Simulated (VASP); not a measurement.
A run of VASP 6.6.1:

INCAR

```
ALGO = Normal
EDIFF = 1E-6
ENCUT = 520
GGA = PE
ISIF = 2
ISMEAR = -1
LASPH = T
LCHARG = F
LREAL = F
LWAVE = F
NBANDS = 27
NELM = 60
PREC = Accurate
SIGMA = 0.02
```

Contents of KPOINTS:

```
k-points
0
Gamma
  6 6 6
```

File POSCAR:

```
KTaO3
1.0
    4.0699337251      0.0000000000      0.0000000000
    0.0000000000      4.0699337251      0.0000000000
    0.0000000000      0.0000000000      3.9633012870
K Ta O
1 1 3
Direct
    0.0000000000      0.0000000000      0.0000000000
    0.5000000000      0.5000000000      0.5000000000
    0.5000000000      0.5000000000      0.0000000000
    0.5000000000      0.0000000000      0.5000000000
    0.0000000000      0.5000000000      0.5000000000
```

Potentials or basis: VASP PAW PBE potentials, release 64 (K_sv, Ta_pv, O).

Launch:

```sh
$ cat potpaw_PBE.64/K_sv/POTCAR potpaw_PBE.64/Ta_pv/POTCAR potpaw_PBE.64/O/POTCAR > POTCAR
$ mpirun -np 1 vasp_std > vasp.out
```

Hardware: 1 thread of Intel(R) Xeon(R) 6975P-C (Granite Rapids), on a shared host.

Task: How long does it take, and how much memory?

Result: Wall time 29 s on 1 thread of Intel(R) Xeon(R) 6975P-C (Granite Rapids), with other jobs on the host, peak memory 0.21 GiB. Counts: scf iterations 14, k points 40.
